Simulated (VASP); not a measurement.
## Si: relaxation of cell and atoms with PBEsol

The system is Si.

```xyz
2
Lattice="0.0000 2.7150 2.7150 2.7150 0.0000 2.7150 2.7150 2.7150 0.0000" Properties=species:S:1:pos:R:3 pbc="T T T"
Si    5.4300    5.4300    5.4300
Si    1.3575    1.3575    1.3575
```

```yaml
Program: VASP 6.6.1
Task: relaxation of cell and atoms
Functional: PBEsol
Potentials_or_basis: VASP PAW PBE potentials, release 64 (Si)
Cutoff: 500 eV
k_mesh: 8 × 8 × 8
Occupations: fermi-dirac, width 0.02 eV
Spin: no spin polarisation
Dipole_correction: no
Further_INCAR_settings: ALGO = Normal; EDIFF = 1e-07; IBRION = 2; EDIFFG = -0.01; NSW = 80; ISIF = 3
```

The relaxed volume is 20.08 Å³/atom. The relaxed cell is a = 3.844 Å, b = 3.844 Å, c = 3.844 Å, α = 60.00°, β = 60.00°, γ = 60.00°, the space group after relaxing (to 0.1 Å) is Fd-3m (No. 227) and the energy gained by relaxing is 0.1 meV/atom. The ionic steps are 3. The pressure after relaxing is 0.0 GPa and the band gap on the k mesh is 0.51 eV (least direct gap 2.52 eV).

Step by step:
| step | energy change (eV) | largest force (eV/Å) | pressure (GPa) | volume (Å³) |
| --- | --- | --- | --- | --- |
| 1 | 0.0000 | 0.0000 | 0.30 | 40.03 |
| 2 | -0.0001 | 0.0000 | -0.21 | 40.25 |
| 3 | -0.0001 | 0.0000 | 0.01 | 40.15 |

Final structure:
```
Si
1.0
     0.00000    2.71787    2.71787
     2.71787    0.00000    2.71787
     2.71787    2.71787    0.00000
Si
2
Direct
  0.00000 0.00000 0.00000
  0.25000 0.25000 0.25000
```

Levels at points of the mesh, in eV from the valence-band top:
```
           k point  band 1  band 2  band 3  band 4  band 5  band 6  band 7  band 8
(0.00, 0.00, 0.00)  -11.97    0.00    0.00    0.00    2.52    2.52    2.52    3.29
(0.50, 0.00, 0.00)   -9.63   -7.00   -1.20   -1.20    1.46    3.27    3.27    7.51
(0.50, 0.50, 0.00)   -7.82   -7.82   -2.87   -2.87    0.59    0.59   10.04   10.04
```

Wall time 20 s on 1 thread of AMD EPYC 7R13 Processor (Zen 3) (shared host), peak memory 0.11 GiB.

Caveat: semilocal functionals underestimate gaps, and a narrow one can read as zero; the PAW data sets were made with another functional, which shifts forces and pressure a little. A k mesh can miss the band edges.
